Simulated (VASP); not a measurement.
# Mo (Im-3m) in VASP: single point with PBEsol

Aim: the single point of Mo with PBEsol.

Everything below comes from runs of VASP 6.6.1. Logs are shortened: lines on timing, memory, paths and dates and some standing lists are left out, and cuts for length are marked.

### Step 1. The cell of the first run

It takes space group Im-3m (No. 229, cubic). The conventional cell has a = 3.230 Å, b = 3.230 Å, c = 3.230 Å, α = 90.00°, β = 90.00°, γ = 90.00°. Mo (site symmetry m-3m) has 14 Mo at 2.80 to 3.23 Å within 3.7 Å.

### Step 2. Single point, PBEsol (volume scaled by 1.10)

File INCAR:

```
  PREC = Accurate
  ENCUT = 520
  EDIFF = 1E-6
  ISMEAR = 0
  SIGMA = 0.1
  LREAL = False
  LASPH = True
  NELM = 80
  ALGO = Normal
  ISIF = 2
  LWAVE = False
  LCHARG = False
  GGA = PS
  NBANDS = 13
```

File KPOINTS:

```
regular mesh
0
Gamma
  18 18 18
```

File POSCAR:

```
Mo
1.0
   -1.6151509576      1.6151509576      1.6151509576
    1.6151509576     -1.6151509576      1.6151509576
    1.6151509576      1.6151509576     -1.6151509576
Mo
1
Direct
    0.0000000000      0.0000000000      0.0000000000
```

Potentials or basis: VASP PAW PBE potentials, release 64 (Mo_sv).

On the command line:

```sh
$ cat potpaw_PBE.64/Mo_sv/POTCAR > POTCAR
$ mpirun -np 1 vasp_std > vasp.out
```

OUTCAR:

```text
PREC = Accurate
   ENCUT = 520
   EDIFF = 1E-6
   ISMEAR = 0
   LREAL = False
   LASPH = True
   NELM = 80
   ISIF = 2
   GGA = PS

 ion  position               nearest neighbor table
   1  0.000  0.000  0.000-

  LATTYP: Found a body centered cubic cell.
 ALAT       =     3.2303019152

  Lattice vectors:

 A1 = (  -1.6151509576,   1.6151509576,   1.6151509576)
 A2 = (   1.6151509576,  -1.6151509576,   1.6151509576)
 A3 = (   1.6151509576,   1.6151509576,  -1.6151509576)

Analysis of symmetry for initial positions (statically):
=====================================================================
 Subroutine PRICEL returns:
 Original cell was already a primitive cell.

 Routine SETGRP: Setting up the symmetry group for a
 body centered cubic supercell.

 Subroutine GETGRP returns: Found 48 space group operations
 (whereof 48 operations were pure point group operations)
 out of a pool of 48 trial point group operations.

The static configuration has the point symmetry O_h .

Analysis of symmetry for dynamics (positions and initial velocities):
=====================================================================
 Subroutine PRICEL returns:
 Original cell was already a primitive cell.

 Routine SETGRP: Setting up the symmetry group for a
 body centered cubic supercell.

 Subroutine GETGRP returns: Found 48 space group operations
 (whereof 48 operations were pure point group operations)
 out of a pool of 48 trial point group operations.

The dynamic configuration has the point symmetry O_h .

 Subroutine INISYM returns: Found 48 space group operations
 (whereof 48 operations are pure point group operations),
 and found     1 'primitive' translations

----------------------------------------------------------------------------------------

                                     Primitive cell

  volume of cell :      16.8539

  direct lattice vectors                    reciprocal lattice vectors
    -1.615150958  1.615150958  1.615150958     0.000000000  0.309568587  0.309568587
     1.615150958 -1.615150958  1.615150958     0.309568587  0.000000000  0.309568587
     1.615150958  1.615150958 -1.615150958     0.309568587  0.309568587  0.000000000

  length of vectors
     2.797523520  2.797523520  2.797523520     0.437796094  0.437796094  0.437796094

  position of ions in fractional coordinates (direct lattice)
     0.000000000  0.000000000  0.000000000

  ion indices of the primitive-cell ions
   primitive index   ion index
                 1           1

----------------------------------------------------------------------------------------

 KPOINTS: regular mesh

Automatic generation of k-mesh.
 Grid dimensions read from file:
 generate k-points for:   18   18   18

 Generating k-lattice:

  Cartesian coordinates                     Fractional coordinates (reciprocal lattice)
     0.000000000  0.017198255  0.017198255     0.055555556  0.000000000  0.000000000
     0.017198255  0.000000000  0.017198255     0.000000000  0.055555556  0.000000000
     0.017198255  0.017198255  0.000000000     0.000000000  0.000000000  0.055555556

  Length of vectors
     0.024322005  0.024322005  0.024322005

  Shift w.r.t. Gamma in fractional coordinates (k-lattice)
     0.000000000  0.000000000  0.000000000

 Subroutine IBZKPT returns following result:
 ===========================================

 Found    195 irreducible k-points:

 Following reciprocal coordinates:
            Coordinates               Weight
  0.000000  0.000000  0.000000      1.000000
  0.055556  0.000000  0.000000     12.000000
  0.111111  0.000000  0.000000     12.000000
  0.166667  0.000000  0.000000     12.000000
  0.222222  0.000000  0.000000     12.000000
  0.277778  0.000000  0.000000     12.000000
[... 16 lines left out ...]
  0.333333  0.111111  0.000000     48.000000
  0.388889  0.111111 -0.000000     48.000000
 [... further k-points ...]
   k-points           NKPTS =    195   k-points in BZ     NKDIM =    195   number of bands    NBANDS=     13
   number of dos      NEDOS =    301   number of ions     NIONS =      1
   total plane-waves  NPLWV =  13824
   dimension x,y,z NGX =    24 NGY =   24 NGZ =   24
   dimension x,y,z NGXF=    48 NGYF=   48 NGZF=   48
   ions per type =               1
   NGX,Y,Z   is equivalent  to a cutoff of  14.26, 14.26, 14.26 a.u.
   NGXF,Y,Z  is equivalent  to a cutoff of  28.52, 28.52, 28.52 a.u.
 SYSTEM =  unknown system
   PREC   = accura    normal or accurate (medium, high low for compatibility)
   ISTART =      0    job   : 0-new  1-cont  2-samecut
   ICHARG =      2    charge: 1-file 2-atom 10-const
   ISPIN  =      1    spin polarized calculation?
   LNONCOLLINEAR =      F non collinear calculations
   LSORBIT =      F    spin-orbit coupling
   LASPH  =      T    aspherical Exc in radial PAW
   ENCUT  =  520.0 eV  38.22 Ry    6.18 a.u.   5.20  5.20  5.20*2*pi/ulx,y,z
   NELM   =     80;   NELMIN=  2; NELMDL= -5     # of ELM steps
   EDIFF  = 0.1E-05   stopping-criterion for ELM
   LREAL  =      F    real-space projection
   EDIFFG = 0.1E-04   stopping-criterion for IOM
   NSW    =      0    number of steps for IOM
   IBRION =     -1    ionic relax: 0-MD 1-quasi-New 2-CG
   NFREE  =      0    steps in history (QN), initial steepest desc. (CG)
   ISIF   =      2    stress and relaxation
   ISYM   =      2    0-nonsym 1-usesym 2-fastsym
   POTIM  = 0.5000    time-step for ionic-motion
   TEBEG  =    0.0;   TEEND  =   0.0 temperature during run
   PSTRESS=    0.0 pullay stress
   NELECT =      14.0000    total number of electrons
   NUPDOWN=      -1.0000    fix difference up-down
   EMIN   =  10.00;   EMAX   =-10.00  energy-range for DOS
   EFERMI =   0.00;   METHOD = LEGACY
   ISMEAR =     0;   SIGMA  =   0.10  broadening in eV -4-tet -1-fermi 0-gaus
   EFERMI_NEDOS =   21; number of points for ismear=-14 and -15
   IALGO  =     38    algorithm
   IMIX   =      4    mixing-type and parameters
     AMIX     =   0.40;   BMIX     =  1.00
     AMIX_MAG =   1.60;   BMIX_MAG =  1.00
  volume/ion in A,a.u.               =      16.85       113.74
  Fermi-wavevector in a.u.,A,eV,Ry     =   1.538926  2.908148 32.222584  2.368293
  Thomas-Fermi vector in A             =   2.645226
   LORBIT       =      0    0 simple, 1 ext, 2 COOP (PROOUT), +10 PAW based schemes
   GGA     = PS    functional components
   LHFCALC =     F    Hartree Fock is set to
   AEXX    =    0.0000 exact exchange contribution
   IVDW    =     0    specifies the selected vdW correction
   LEPSILON=     F    determine dielectric tensor
   LRPA    =     F    only Hartree local field effects (RPA)
 non-spin polarized calculation
 Gauss-broadening in eV      SIGMA  =   0.10
  energy-cutoff  :      520.00
  volume of cell :       16.85
 maximum number of plane-waves:       468
 NGX is ok and might be reduce to    24
   NGX = 11   NGY = 11   NGZ = 11

 number of electron      13.9999998 magnetization

 Free energy of the ion-electron system (eV)
  ---------------------------------------------------
  ext. energy  EPLUGINS =         0.00000000
  ---------------------------------------------------
  free energy    TOTEN  =       -11.66953097 eV

  energy without entropy =      -11.66626116  energy(sigma->0) =      -11.66789607

 E-fermi :  11.2895     XC(G=0): -13.1085

 val. band max:       11.2817229101   @ k =   0.3889   0.1111   0.0556
 cond. band min:      11.3139592059   @ k =  -0.3889   0.4444   0.2778
 fundamental gap:      0.0322362957
 Fermi energy:        11.2894829897

 k-point     1 :       0.0000    0.0000    0.0000
  band No.  band energies     occupation
      1     -49.9083      2.00000
      2     -23.3493      2.00000
      3     -23.3493      2.00000
      4     -23.3493      2.00000
      5       4.2704      2.00000
      6      10.0605      2.00000
      7      10.0606      2.00000
      8      10.0606      2.00000
      9      12.8010      0.00000
     10      12.8010      0.00000
     11      25.9743      0.00000
     12      25.9743      0.00000
     13      25.9743      0.00000

 k-point     2 :       0.0556    0.0000    0.0000
  band No.  band energies     occupation
      1     -49.9025      2.00000
      2     -23.3848      2.00000
      3     -23.3605      2.00000
      4     -23.3495      2.00000
      5       4.3969      2.00000
      6       9.9915      2.00000
      7      10.0499      2.00000
      8      10.1769      2.00000
      9      12.7011      0.00000
     10      12.8034      0.00000
     11      26.0643      0.00000
     12      26.1855      0.00000
     13      26.2000      0.00000

 k-point     3 :       0.1111    0.0000    0.0000
  band No.  band energies     occupation
      1     -49.8857      2.00000
      2     -23.4862      2.00000
      3     -23.3924      2.00000
      4     -23.3501      2.00000
      5       4.7603      2.00000
      6       9.7992      2.00000
      7      10.0015      2.00000
      8      10.5209      2.00000
      9      12.4781      0.00000
     10      12.8148      0.00000
     11      26.2710      0.00000
     12      26.7456      0.00000
     13      26.8015      0.00000

 k-point     4 :       0.1667    0.0000    0.0000
  band No.  band energies     occupation
      1     -49.8599      2.00000
      2     -23.6393      2.00000
      3     -23.4409      2.00000
      4     -23.3510      2.00000
      5       5.3057      2.00000
      6       9.5211      2.00000
      7       9.8943      2.00000
      8      11.0779      1.99723
      9      12.2982      0.00000
     10      12.8450      0.00000
     11      26.3791      0.00000
     12      27.2114      0.00000
     13      27.7758      0.00000

 k-point     5 :       0.2222    0.0000    0.0000
  band No.  band energies     occupation
      1     -49.8281      2.00000
      2     -23.8237      2.00000
      3     -23.4999      2.00000
      4     -23.3521      2.00000
      5       5.9157      2.00000
      6       9.2034      2.00000
      7       9.8001      2.00000
      8      11.8214      0.00000
      9      12.2762      0.00000
     10      12.9045      0.00000
     11      26.0824      0.00000
     12      27.0297      0.00000
     13      29.0447      0.00000

 k-point     6 :       0.2778    0.0000    0.0000
  band No.  band energies     occupation
      1     -49.7941      2.00000
      2     -24.0159      2.00000
      3     -23.5621      2.00000
      4     -23.3533      2.00000
      5       6.3870      2.00000
      6       8.8892      2.00000
      7       9.9447      2.00000
      8      12.4021      0.00000
      9      12.7081      0.00000
     10      12.9968      0.00000
     11      25.3577      0.00000
     12      26.0479      0.00000
     13      30.5330      0.00000

 k-point     7 :       0.3333    0.0000    0.0000
  band No.  band energies     occupation
      1     -49.7619      2.00000
      2     -24.1930      2.00000
      3     -23.6199      2.00000
      4     -23.3544      2.00000
      5       6.5566      2.00000
      6       8.6129      2.00000
      7      10.5114      2.00000
      8      12.6014      0.00000
      9      13.1142      0.00000
     10      13.6685      0.00000
     11      24.4947      0.00000
     12      24.6673      0.00000
     13      30.9310      0.00000
[... 193 lines left out ...]
 k-point    20 :       0.1667    0.1111    0.0000
  band No.  band energies     occupation
      1     -49.8157      2.00000
      2     -23.8776      2.00000
      3     -23.5011      2.00000
      4     -23.3928      2.00000
      5       6.2254      2.00000
      6       9.2282      2.00000
      7       9.4367      2.00000
      8      12.0422      0.00000
      9      12.3282      0.00000
     10      13.1169      0.00000
     11      26.4791      0.00000
     12      26.8801      0.00000
     13      28.5631      0.00000

 k-point    21 :       0.2222    0.1111    0.0000
  band No.  band energies     occupation
      1     -49.7836      2.00000
      2     -24.0415      2.00000
      3     -23.5726      2.00000
      4     -23.3978      2.00000
      5       6.7184      2.00000
      6       8.9204      2.00000
      7       9.4978      2.00000
      8      12.1431      0.00000
      9      13.1720      0.00000
     10      13.3571      0.00000
     11      25.4833      0.00000
     12      26.1850      0.00000
     13      29.6188      0.00000

 k-point    22 :       0.2778    0.1111    0.0000
  band No.  band energies     occupation
      1     -49.7534      2.00000
      2     -24.1915      2.00000
      3     -23.6421      2.00000
      4     -23.4009      2.00000
      5       6.9025      2.00000
      6       8.6629      2.00000
      7       9.9319      2.00000
      8      12.3597      0.00000
      9      13.3327      0.00000
     10      14.3537      0.00000
     11      24.3197      0.00000
     12      25.1462      0.00000
     13      29.2718      0.00000

 k-point    23 :       0.3333    0.1111    0.0000
  band No.  band energies     occupation
      1     -49.7286      2.00000
      2     -24.3115      2.00000
      3     -23.6993      2.00000
      4     -23.4031      2.00000
      5       6.8489      2.00000
      6       8.4731      2.00000
      7      10.6042      2.00000
      8      12.5916      0.00000
      9      13.4771      0.00000
     10      15.3648      0.00000
     11      23.0560      0.00000
     12      24.2593      0.00000
     13      28.1116      0.00000

 k-point    24 :       0.3889    0.1111   -0.0000
  band No.  band energies     occupation
      1     -49.7123      2.00000
      2     -24.3889      2.00000
      3     -23.7368      2.00000
      4     -23.4044      2.00000
      5       6.7496      2.00000
      6       8.3564      2.00000
      7      11.1950      1.81853
      8      12.6954      0.00000
      9      13.6967      0.00000
     10      16.1641      0.00000
     11      21.9736      0.00000
     12      23.7217      0.00000
     13      27.2682      0.00000

 [... further k-points ...]
[... 5 lines left out ...]
  --------------------------------------------------------------------------------------
  -------------------------------------------------------------------------------------
  Total       -2.2550924     -2.2550924     -2.2550924     -0.0000000     -0.0000000      0.0000000
  in kB     -214.3757099   -214.3757099   -214.3757099     -0.0000000     -0.0000000      0.0000000
  external PRESSURE =    -214.3757099 kB  Pullay stress =       0.0000000 kB

 VOLUME and BASIS-vectors are now :
 -----------------------------------------------------------------------------
  energy-cutoff  :      520.00
  volume of cell :       16.85
      direct lattice vectors                 reciprocal lattice vectors
    -1.615150958  1.615150958  1.615150958     0.000000000  0.309568587  0.309568587
     1.615150958 -1.615150958  1.615150958     0.309568587  0.000000000  0.309568587
     1.615150958  1.615150958 -1.615150958     0.309568587  0.309568587  0.000000000

 POSITION                                       TOTAL-FORCE (eV/Angst)
 -----------------------------------------------------------------------------------
      0.00000      0.00000      0.00000         0.000000     -0.000000     -0.000000
 -----------------------------------------------------------------------------------
    total drift:                               -0.000000      0.000000      0.000000

  FREE ENERGIE OF THE ION-ELECTRON SYSTEM (eV)
  ---------------------------------------------------
  free  energy   TOTEN  =       -11.6695309714 eV

  energy  without entropy=      -11.6662611589  energy(sigma->0) =      -11.66789607
```

Wall time 47 s (1 thread of Intel Xeon 8259CL, shared host); peak memory 0.17 GiB.

Results:

| Property | Result |
| --- | --- |
| Free energy | -11.6695 eV |
| Pressure | -21.4 GPa |
| Band gap on the k mesh | zero (band 7 reaches 14.89 eV, above the bottom of band 8 at 10.06 eV) |

Levels at points of the mesh, in eV from the Fermi level:
```tsv
k point	band 4	band 5	band 6	band 7	band 8	band 9	band 10	band 11
(0.00, 0.00, 0.00)	-34.64	-7.02	-1.23	-1.23	-1.23	1.51	1.51	14.68
(0.50, 0.00, 0.00)	-34.65	-4.91	-3.07	1.36	1.51	2.08	4.27	10.52
(0.50, 0.50, 0.50)	-35.41	-4.91	-4.91	3.60	3.60	3.60	8.46	8.46
```

Caveat: the PAW data sets were made with another functional, which shifts forces and pressure a little.
